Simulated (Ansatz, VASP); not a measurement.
## One calculation of CaS, two programs

```
CELL_PARAMETERS angstrom
2.84788 2.84788 0.00000
-2.84788 2.84788 0.00000
0.00000 2.84788 2.84788
ATOMIC_POSITIONS crystal
Ca 0.00000 0.00000 0.00000
S 0.50000 0.50000 0.00000
```

Alike in both runs: functional r2SCAN; k mesh 12 × 12 × 12; occupations fermi-dirac, width 0.1 eV; no spin polarisation.

Ansatz relaxed the structure, and its values are those at the end. VASP's run is a single point on that final structure, the one shown.

```csv
,VASP,Ansatz
version,VASP 6.6.1,Ansatz 0.2.0
potentials or method,"VASP PAW PBE potentials, release 64 (Ca_sv, S)","PAW with Ansatz's default frozen-core files, scalar-relativistic"
plane-wave cutoff (eV),550,500
valence electrons in the cell,16,16
```

|  | VASP | Ansatz | Ansatz less VASP |
| --- | --- | --- | --- |
| pressure (GPa) | 0.3 | 0.0 | -0.30 |

VASP's potentials were made for PBE, not for r2SCAN. With one functional, cell and mesh, what is left measures potentials, basis and numerics.
